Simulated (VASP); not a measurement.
A run of VASP 6.6.1:

The input POSCAR:

```
Si2Mo
1.0
   -1.5870619610      1.5870619610      3.8887842763
    1.5870619610     -1.5870619610      3.8887842763
    1.5870619610      1.5870619610     -3.8887842763
Mo Si
1 2
Direct
    0.0000000000      0.0000000000      0.0000000000
    0.3352347194      0.3352347194      0.0000000000
   -0.3352347194     -0.3352347194      0.0000000000
```

INCAR.step1

```
ALGO = Normal
EDIFF = 1E-7
ENCUT = 520
GGA = CA
ISIF = 2
ISMEAR = -1
LASPH = True
LCHARG = True
LMAXMIX = 4
LREAL = False
LWAVE = False
NBANDS = 18
NELM = 100
PREC = Accurate
SIGMA = 0.05
```

KPOINTS.step1

```
k-points
0
Gamma
  15 15 15
```

Contents of INCAR.step2:

```
ALGO = Normal
EDIFF = 1E-7
ENCUT = 520
GGA = CA
ICHARG = 11
ISIF = 2
ISMEAR = -5
LASPH = True
LCHARG = False
LMAXMIX = 4
LORBIT = 10
LREAL = False
LWAVE = False
NEDOS = 1001
NELM = 100
PREC = Accurate
SIGMA = 0.05
```

File KPOINTS.step2:

```
k-points
0
Gamma
  23 23 23
```

Potentials or basis: VASP PAW LDA potentials, release 64 (Mo_sv, Si).

The run is started by

```bash
$ cat potpaw_LDA.64/Mo_sv/POTCAR potpaw_LDA.64/Si/POTCAR > POTCAR
$ cp INCAR.step1 INCAR
$ cp KPOINTS.step1 KPOINTS
$ mpirun -np 1 vasp_std > vasp.out
$ cp INCAR.step2 INCAR
$ cp KPOINTS.step2 KPOINTS
$ mpirun -np 1 vasp_std > vasp.out
```

Hardware: 1 thread of Intel(R) Xeon(R) Platinum 8259CL CPU @ 2.50GHz (Skylake/Cascade Lake), on a shared host.

Question: Estimate the wall time of this run.

Answer: Run time: 9.2 min on 1 thread of Intel(R) Xeon(R) Platinum 8259CL CPU @ 2.50GHz (Skylake/Cascade Lake) (shared host), peak memory 0.65 GiB. Counts: k points 936.
